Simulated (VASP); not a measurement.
The system is TaN.

```xyz
2
Lattice="2.9380 0.0000 0.0000 -1.4690 2.5444 0.0000 0.0000 0.0000 2.8830" Properties=species:S:1:pos:R:3 pbc="T T T"
Ta    0.0000    1.6963    1.4415
N     0.0000    0.0000    0.0000
```

* Program: VASP 6.6.1
* Task: relaxation of cell and atoms
* Functional: PBE
* Potentials or basis: VASP PAW PBE potentials, release 64 (Ta_pv, N)
* Cutoff: 600 eV
* k mesh: 12 × 12 × 11
* Occupations: fermi-dirac, width 0.1 eV
* Spin: no spin polarisation

At the start: pressure 5.3 GPa; volume 10.78 Å³/atom.

Problem. How do energy, volume and symmetry change on relaxing?

Solution. Over 3 steps the energy falls by 2.7 meV/atom and the volume is 10.94 Å³/atom (+1.5 %); space group P-6m2 (No. 187, to 0.1 Å) before and after.

Step by step:
| step | energy change (eV) | largest force (eV/Å) | pressure (GPa) | volume (Å³) |
| --- | --- | --- | --- | --- |
| 1 | 0.0000 | 0.0000 | 5.30 | 21.55 |
| 2 | 0.0246 | 0.0000 | -11.37 | 22.68 |
| 3 | -0.0054 | 0.0000 | -0.05 | 21.88 |

Final structure:
```cif
data_structure
_symmetry_space_group_name_H-M 'P 1'
_symmetry_Int_Tables_number 1
_cell_length_a 2.9517
_cell_length_b 2.9517
_cell_length_c 2.9001
_cell_angle_alpha 90.000
_cell_angle_beta 90.000
_cell_angle_gamma 120.000
_cell_volume 21.88
loop_
_atom_site_label
_atom_site_type_symbol
_atom_site_fract_x
_atom_site_fract_y
_atom_site_fract_z
_atom_site_occupancy
Ta1 Ta 0.33333 0.66667 0.50000 1
N1 N 0.00000 0.00000 0.00000 1
```
